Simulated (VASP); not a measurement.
Input of a VASP 6.6.1 run:

File INCAR:

```
SYSTEM = Sb
PREC = Accurate
ENCUT = 520
EDIFF = 1E-7
ISMEAR = -1
SIGMA = 0.08
LREAL = .False.
LASPH = .True.
NELM = 100
ALGO = Normal
ISIF = 2
LWAVE = .False.
LCHARG = .False.
GGA = PE
NBANDS = 12
```

File KPOINTS:

```
regular mesh
0
Gamma
  16 16 16
  0 0 0
```

File POSCAR:

```
Sb
1.0
   -2.5330221682      2.5330221682      1.3440932623
    2.5330221682     -2.5330221682      1.3440932623
    2.5330221682      2.5330221682     -1.3440932623
Sb
2
Direct
   -0.3750000000     -0.1250000000     -0.2500000000
    0.3750000000      0.1250000000      0.2500000000
```

Potentials or basis: VASP PAW PBE potentials, release 64 (Sb).

The run is started by

```sh
$ cat potpaw_PBE.64/Sb/POTCAR > POTCAR
$ mpirun -np 1 vasp_std > vasp.out
```

Problem. Estimate the pressure.

Solution. 101.9 GPa.

Problem. What does it give for the band gap on the k mesh?

Solution. Zero (band 5 reaches 20.90 eV, above the bottom of band 6 at 12.88 eV).

Stress tensor (GPa, compression positive):
```
101.82   0.00   0.00
  0.00 101.82   0.00
  0.00   0.00 101.93
```

Caveat: spin-orbit coupling is left out, which moves the levels of the heavy elements.
